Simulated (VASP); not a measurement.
# TiBeB (P-6m2) in VASP: single point with LDA

Aim: the single point of TiBeB with LDA.

Program: VASP 6.6.1. These are calculated values, not measurements. Logs are shortened: lines on timing, memory, paths and dates and some standing lists are left out, and cuts for length are marked.

## Step 1: The cell of the first run

It takes space group P-6m2 (No. 187, hexagonal). Conventional cell: a = 3.278 Å, b = 3.278 Å, c = 3.143 Å, α = 90.00°, β = 90.00°, γ = 120.00°. Ti (site symmetry -6m2) has 6 Be at 2.46 Å and 6 B at 2.46 Å and 2 Ti at 3.14 Å within 3.2 Å. Be (site symmetry -6m2) has 3 B at 1.89 Å and 6 Ti at 2.46 Å within 2.5 Å. Within 2.5 Å of B (site symmetry -6m2) lie 3 Be at 1.89 Å and 6 Ti at 2.46 Å.

## Step 2: Single point, LDA

Contents of INCAR:

```
  ALGO = Normal
  EDIFF = 1E-7
  ENCUT = 520
  ISIF = 2
  ISMEAR = -1
  LASPH = T
  LCHARG = T
  LELF = T
  LREAL = F
  LVHAR = T
  LWAVE = F
  NBANDS = 16
  NELM = 60
  PREC = Accurate
  SIGMA = 0.1
```

Contents of KPOINTS:

```
k-points
0
Gamma
  8 8 7
```

Contents of POSCAR:

```
TiBeB
1.0
    3.2782370000      0.0000000000      0.0000000000
   -1.6391180000      2.8390360000      0.0000000000
    0.0000000000      0.0000000000      3.1429130000
Ti Be B
1 1 1
Direct
    0.3333333333      0.6666666667      0.0000000000
    0.6666666667      0.3333333333      0.5000000000
    0.0000000000      0.0000000000      0.5000000000
```

Potentials or basis: VASP PAW LDA potentials, release 64 (Ti_sv, Be, B).

Started as:

```sh
$ cat potpaw_LDA.64/Ti_sv/POTCAR potpaw_LDA.64/Be/POTCAR potpaw_LDA.64/B/POTCAR > POTCAR
$ mpirun -np 1 vasp_std > vasp.out
```

OUTCAR:

```text
EDIFF = 1E-7
   ENCUT = 520
   ISIF = 2
   ISMEAR = -1
   LASPH = T
   LREAL = F
   NELM = 60
   PREC = Accurate

 ion  position               nearest neighbor table
   1  0.333  0.667  0.000-   2 2.46   2 2.46   3 2.46   3 2.46   3 2.46   3 2.46   2 2.46   2 2.46
                             2 2.46   2 2.46   3 2.46   3 2.46
   2  0.667  0.333  0.500-   3 1.89   3 1.89   3 1.89   1 2.46   1 2.46   1 2.46   1 2.46   1 2.46
                             1 2.46
   3  0.000  0.000  0.500-   2 1.89   2 1.89   2 1.89   1 2.46   1 2.46   1 2.46   1 2.46   1 2.46
                             1 2.46

  LATTYP: Found a hexagonal cell.
 ALAT       =     3.2782370000
 C/A-ratio  =     0.9587204952

  Lattice vectors:

 A1 = (   3.2782370000,   0.0000000000,   0.0000000000)
 A2 = (  -1.6391180000,   2.8390360000,   0.0000000000)
 A3 = (   0.0000000000,   0.0000000000,   3.1429130000)

Analysis of symmetry for initial positions (statically):
=====================================================================
 Subroutine PRICEL returns:
 Original cell was already a primitive cell.

 Routine SETGRP: Setting up the symmetry group for a
 hexagonal supercell.

 Subroutine GETGRP returns: Found 12 space group operations
 (whereof 12 operations were pure point group operations)
 out of a pool of 24 trial point group operations.

The static configuration has the point symmetry D_3h.

Analysis of symmetry for dynamics (positions and initial velocities):
=====================================================================
 Subroutine PRICEL returns:
 Original cell was already a primitive cell.

 Routine SETGRP: Setting up the symmetry group for a
 hexagonal supercell.

 Subroutine GETGRP returns: Found 12 space group operations
 (whereof 12 operations were pure point group operations)
 out of a pool of 24 trial point group operations.

The dynamic configuration has the point symmetry D_3h.

 Subroutine INISYM returns: Found 12 space group operations
 (whereof 12 operations are pure point group operations),
 and found     1 'primitive' translations

----------------------------------------------------------------------------------------

                                     Primitive cell

  volume of cell :      29.2512

  direct lattice vectors                    reciprocal lattice vectors
     3.278237000  0.000000000  0.000000000     0.305042009  0.176116065  0.000000000
    -1.639118000  2.839036000  0.000000000     0.000000000  0.352232237  0.000000000
     0.000000000  0.000000000  3.142913000     0.000000000  0.000000000  0.318176163

  length of vectors
     3.278237000  3.278236298  3.142913000     0.352232161  0.352232237  0.318176163

  position of ions in fractional coordinates (direct lattice)
     0.333333333  0.666666667  0.000000000
     0.666666667  0.333333333  0.500000000
     0.000000000  0.000000000  0.500000000

  ion indices of the primitive-cell ions
   primitive index   ion index
                 1           1
                 2           2
                 3           3

----------------------------------------------------------------------------------------

 KPOINTS: k-points

Automatic generation of k-mesh.
 Grid dimensions read from file:
 generate k-points for:    8    8    7

 Generating k-lattice:

  Cartesian coordinates                     Fractional coordinates (reciprocal lattice)
     0.038130251  0.022014508  0.000000000     0.125000000  0.000000000  0.000000000
     0.000000000  0.044029030  0.000000000     0.000000000  0.125000000  0.000000000
     0.000000000  0.000000000  0.045453738     0.000000000  0.000000000  0.142857143

  Length of vectors
     0.044029020  0.044029030  0.045453738

  Shift w.r.t. Gamma in fractional coordinates (k-lattice)
     0.000000000  0.000000000  0.000000000

 Subroutine IBZKPT returns following result:
 ===========================================

 Found     40 irreducible k-points:

 Following reciprocal coordinates:
            Coordinates               Weight
  0.000000  0.000000  0.000000      1.000000
  0.125000  0.000000  0.000000      6.000000
  0.250000  0.000000  0.000000      6.000000
  0.375000  0.000000  0.000000      6.000000
  0.500000  0.000000  0.000000      3.000000
  0.125000  0.125000  0.000000      6.000000
[... 16 lines left out ...]
  0.250000  0.000000  0.285714     12.000000
  0.375000  0.000000  0.285714     12.000000
 [... further k-points ...]
   k-points           NKPTS =     40   k-points in BZ     NKDIM =     40   number of bands    NBANDS=     16
   number of dos      NEDOS =    301   number of ions     NIONS =      3
   total plane-waves  NPLWV =  13824
   dimension x,y,z NGX =    24 NGY =   24 NGZ =   24
   dimension x,y,z NGXF=    48 NGYF=   48 NGZF=   48
   ions per type =               1   1   1
   NGX,Y,Z   is equivalent  to a cutoff of  12.17, 12.17, 12.69 a.u.
   NGXF,Y,Z  is equivalent  to a cutoff of  24.34, 24.34, 25.39 a.u.
 SYSTEM =  unknown system
   PREC   = accura    normal or accurate (medium, high low for compatibility)
   ISTART =      0    job   : 0-new  1-cont  2-samecut
   ICHARG =      2    charge: 1-file 2-atom 10-const
   ISPIN  =      1    spin polarized calculation?
   LNONCOLLINEAR =      F non collinear calculations
   LSORBIT =      F    spin-orbit coupling
   LASPH  =      T    aspherical Exc in radial PAW
   ENCUT  =  520.0 eV  38.22 Ry    6.18 a.u.   6.10  6.10  5.84*2*pi/ulx,y,z
   NELM   =     60;   NELMIN=  2; NELMDL= -5     # of ELM steps
   EDIFF  = 0.1E-06   stopping-criterion for ELM
   LREAL  =      F    real-space projection
   EDIFFG = 0.1E-05   stopping-criterion for IOM
   NSW    =      0    number of steps for IOM
   IBRION =     -1    ionic relax: 0-MD 1-quasi-New 2-CG
   NFREE  =      0    steps in history (QN), initial steepest desc. (CG)
   ISIF   =      2    stress and relaxation
   ISYM   =      2    0-nonsym 1-usesym 2-fastsym
   POTIM  = 0.5000    time-step for ionic-motion
   TEBEG  =    0.0;   TEEND  =   0.0 temperature during run
   PSTRESS=    0.0 pullay stress
   NELECT =      17.0000    total number of electrons
   NUPDOWN=      -1.0000    fix difference up-down
   EMIN   =  10.00;   EMAX   =-10.00  energy-range for DOS
   EFERMI =   0.00;   METHOD = LEGACY
   ISMEAR =    -1;   SIGMA  =   0.10  broadening in eV -4-tet -1-fermi 0-gaus
   EFERMI_NEDOS =   21; number of points for ismear=-14 and -15
   IALGO  =     38    algorithm
   IMIX   =      4    mixing-type and parameters
     AMIX     =   0.40;   BMIX     =  1.00
     AMIX_MAG =   1.60;   BMIX_MAG =  1.00
  volume/ion in A,a.u.               =       9.75        65.80
  Fermi-wavevector in a.u.,A,eV,Ry     =   1.366186  2.581718 25.394799  1.866465
  Thomas-Fermi vector in A             =   2.492349
   LORBIT       =      0    0 simple, 1 ext, 2 COOP (PROOUT), +10 PAW based schemes
   GGA     = CA    functional components
   LHFCALC =     F    Hartree Fock is set to
   AEXX    =    0.0000 exact exchange contribution
   IVDW    =     0    specifies the selected vdW correction
   LEPSILON=     F    determine dielectric tensor
   LRPA    =     F    only Hartree local field effects (RPA)
 non-spin polarized calculation
  energy-cutoff  :      520.00
  volume of cell :       29.25
 maximum number of plane-waves:       806
   NGX = 13   NGY = 13   NGZ = 11

 number of electron      16.9999995 magnetization

 Free energy of the ion-electron system (eV)
  ---------------------------------------------------
  ext. energy  EPLUGINS =         0.00000000
  ---------------------------------------------------
  free energy    TOTEN  =       -21.93212205 eV

  energy without entropy =      -21.88958950  energy(sigma->0) =      -21.91085578

 E-fermi :   7.4443     XC(G=0): -12.0530

 val. band max:        7.4265866899   @ k =   0.2500   0.0000   0.0000
 cond. band min:       7.4601129583   @ k =   0.3750   0.1250   0.1429
 fundamental gap:      0.0335262685
 Fermi energy:         7.4442878993

 k-point     1 :       0.0000    0.0000    0.0000
  band No.  band energies     occupation
      1     -48.1106      2.00000
      2     -24.6800      2.00000
      3     -24.6655      2.00000
      4     -24.6655      2.00000
      5      -2.3331      2.00000
      6       6.3488      1.99997
[... 8 lines left out ...]
     15      14.8857      0.00000
     16      14.9633      0.00000

 k-point     2 :       0.1250    0.0000    0.0000
  band No.  band energies     occupation
      1     -48.1075      2.00000
      2     -24.6938      2.00000
      3     -24.6760      2.00000
      4     -24.6723      2.00000
      5      -2.0868      2.00000
      6       5.8260      2.00000
[... 8 lines left out ...]
     15      16.1027      0.00000
     16      16.2053      0.00000

 k-point     3 :       0.2500    0.0000    0.0000
  band No.  band energies     occupation
      1     -48.1001      2.00000
      2     -24.7614      2.00000
      3     -24.6886      2.00000
      4     -24.6664      2.00000
      5      -1.3860      2.00000
      6       4.5768      2.00000
[... 8 lines left out ...]
     15      17.3925      0.00000
     16      17.6210      0.00000

 k-point     4 :       0.3750    0.0000    0.0000
  band No.  band energies     occupation
      1     -48.0926      2.00000
      2     -24.8282      2.00000
      3     -24.7049      2.00000
      4     -24.6567      2.00000
      5      -0.3598      2.00000
      6       3.1161      2.00000
[... 8 lines left out ...]
     15      16.6874      0.00000
     16      17.8348      0.00000

 k-point     5 :       0.5000    0.0000    0.0000
  band No.  band energies     occupation
      1     -48.0895      2.00000
      2     -24.8557      2.00000
      3     -24.7116      2.00000
      4     -24.6527      2.00000
      5       0.4203      2.00000
      6       2.1779      2.00000
[... 8 lines left out ...]
     15      16.6198      0.00000
     16      17.7307      0.00000

 k-point     6 :       0.1250    0.1250    0.0000
  band No.  band energies     occupation
      1     -48.1022      2.00000
      2     -24.7386      2.00000
      3     -24.6870      2.00000
      4     -24.6692      2.00000
      5      -1.6122      2.00000
      6       5.0703      2.00000
[... 8 lines left out ...]
     15      17.0004      0.00000
     16      17.7176      0.00000

 k-point     7 :       0.2500    0.1250    0.0000
  band No.  band energies     occupation
      1     -48.0948      2.00000
      2     -24.7988      2.00000
      3     -24.7102      2.00000
      4     -24.6595      2.00000
      5      -0.7364      2.00000
      6       3.8714      2.00000
[... 8 lines left out ...]
     15      16.8582      0.00000
     16      17.9851      0.00000

 k-point     8 :       0.3750    0.1250    0.0000
  band No.  band energies     occupation
      1     -48.0895      2.00000
      2     -24.8408      2.00000
      3     -24.7269      2.00000
      4     -24.6527      2.00000
      5       0.3098      2.00000
      6       2.5885      2.00000
[... 8 lines left out ...]
     15      16.6798      0.00000
     16      18.1314      0.00000

 k-point     9 :       0.2500    0.2500    0.0000
  band No.  band energies     occupation
      1     -48.0895      2.00000
      2     -24.8200      2.00000
      3     -24.7479      2.00000
      4     -24.6527      2.00000
      5       0.2202      2.00000
      6       3.2061      2.00000
[... 8 lines left out ...]
     15      17.2070      0.00000
     16      18.8123      0.00000
[... 172 lines left out ...]
 k-point    19 :       0.2500    0.2500    0.1429
  band No.  band energies     occupation
      1     -48.0861      2.00000
      2     -24.8148      2.00000
      3     -24.7432      2.00000
      4     -24.6905      2.00000
      5       0.3785      2.00000
      6       3.3396      2.00000
[... 8 lines left out ...]
     15      18.1913      0.00000
     16      18.7622      0.00000

 k-point    20 :       0.3750    0.2500    0.1429
  band No.  band energies     occupation
      1     -48.0839      2.00000
      2     -24.8164      2.00000
      3     -24.7658      2.00000
      4     -24.6875      2.00000
      5       1.0044      2.00000
      6       2.8429      2.00000
[... 8 lines left out ...]
     15      18.4184      0.00000
     16      19.4203      0.00000

 k-point    21 :       0.0000    0.0000    0.2857
  band No.  band energies     occupation
      1     -48.0993      2.00000
      2     -24.8079      2.00000
      3     -24.6531      2.00000
      4     -24.6531      2.00000
      5      -1.2222      2.00000
      6       4.1280      2.00000
[... 8 lines left out ...]
     15      17.3458      0.00000
     16      17.3458      0.00000

 k-point    22 :       0.1250    0.0000    0.2857
  band No.  band energies     occupation
      1     -48.0962      2.00000
      2     -24.8031      2.00000
      3     -24.6805      2.00000
      4     -24.6595      2.00000
      5      -1.0171      2.00000
      6       4.3018      2.00000
[... 8 lines left out ...]
     15      17.0173      0.00000
     16      17.7613      0.00000

 k-point    23 :       0.2500    0.0000    0.2857
  band No.  band energies     occupation
      1     -48.0888      2.00000
      2     -24.7915      2.00000
      3     -24.7462      2.00000
      4     -24.6750      2.00000
      5      -0.4480      2.00000
      6       4.5689      2.00000
[... 8 lines left out ...]
     15      16.7063      0.00000
     16      19.0244      0.00000

 k-point    24 :       0.3750    0.0000    0.2857
  band No.  band energies     occupation
      1     -48.0814      2.00000
      2     -24.8115      2.00000
      3     -24.7795      2.00000
      4     -24.6905      2.00000
      5       0.3435      2.00000
      6       3.5147      2.00000
[... 8 lines left out ...]
     15      16.7841      0.00000
     16      20.3642      0.00000

 [... further k-points ...]
[... 5 lines left out ...]
  --------------------------------------------------------------------------------------
  -------------------------------------------------------------------------------------
  Total       -1.5084437     -1.5084432     -1.5651997     -0.0000003      0.0000000      0.0000000
  in kB      -82.6220739    -82.6220435    -85.7307725     -0.0000146      0.0000000      0.0000000
  external PRESSURE =     -83.6582967 kB  Pullay stress =       0.0000000 kB

 VOLUME and BASIS-vectors are now :
 -----------------------------------------------------------------------------
  energy-cutoff  :      520.00
  volume of cell :       29.25
      direct lattice vectors                 reciprocal lattice vectors
     3.278237000  0.000000000  0.000000000     0.305042009  0.176116065  0.000000000
    -1.639118000  2.839036000  0.000000000     0.000000000  0.352232237  0.000000000
     0.000000000  0.000000000  3.142913000     0.000000000  0.000000000  0.318176163

 POSITION                                       TOTAL-FORCE (eV/Angst)
 -----------------------------------------------------------------------------------
      0.00000      1.89269      0.00000        -0.000000      0.000000      0.000000
      1.63912      0.94635      1.57146         0.000000     -0.000000      0.000000
      0.00000      0.00000      1.57146         0.000000      0.000000      0.000000
 -----------------------------------------------------------------------------------
    total drift:                                0.000000     -0.000000     -0.000000

  FREE ENERGIE OF THE ION-ELECTRON SYSTEM (eV)
  ---------------------------------------------------
  free  energy   TOTEN  =       -21.9321220501 eV

  energy  without entropy=      -21.8895895029  energy(sigma->0) =      -21.91085578
```

It used 11 s of CPU time on 1 thread of Intel(R) Xeon(R) Platinum 8259CL CPU @ 2.50GHz (Skylake/Cascade Lake) (shared host).

What came out:

- Free energy: -21.9321 eV
- Pressure: -8.4 GPa

Levels at points of the mesh, in eV from the Fermi level:
```tsv
k point	band 6	band 7	band 8	band 9	band 10	band 11
(0.00, 0.00, 0.00)	-1.10	-1.10	-0.62	1.21	2.56	2.56
(0.50, 0.00, 0.00)	-5.27	-0.80	-0.75	-0.54	2.23	2.84
```
